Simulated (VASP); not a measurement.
**K: single point with PBEsol**

K:

```
K
1.0
     0.00000    3.29155    3.29155
     3.29155    0.00000    3.29155
     3.29155    3.29155    0.00000
K
1
Cartesian
  0.0000 0.0000 0.0000
```

* Program: VASP 6.6.1
* Task: single point
* Functional: PBEsol
* Potentials or basis: VASP PAW PBE potentials, release 64 (K_sv)
* Cutoff: 520 eV
* k mesh: 11 × 11 × 11
* Occupations: fermi-dirac, width 0.1 eV
* Spin: no spin polarisation
* Dipole correction: no
* Further INCAR settings: ALGO = Normal; EDIFF = 1e-07; NBANDS = 10

```json
{
 "Pressure": "0.0 GPa"
}
```

Levels at points of the mesh, in eV from the Fermi level:
```csv
k point,band 3,band 4,band 5,band 6,band 7,band 8
"(0.00, 0.00, 0.00)",-15.49,-15.49,-2.21,4.23,4.23,4.23
```

It took 28 s on 1 thread of Intel(R) Xeon(R) Platinum 8488C (Sapphire Rapids), with other jobs on the host, peak memory 0.21 GiB.

Caveat: the PAW data sets were made with another functional, which shifts forces and pressure a little.
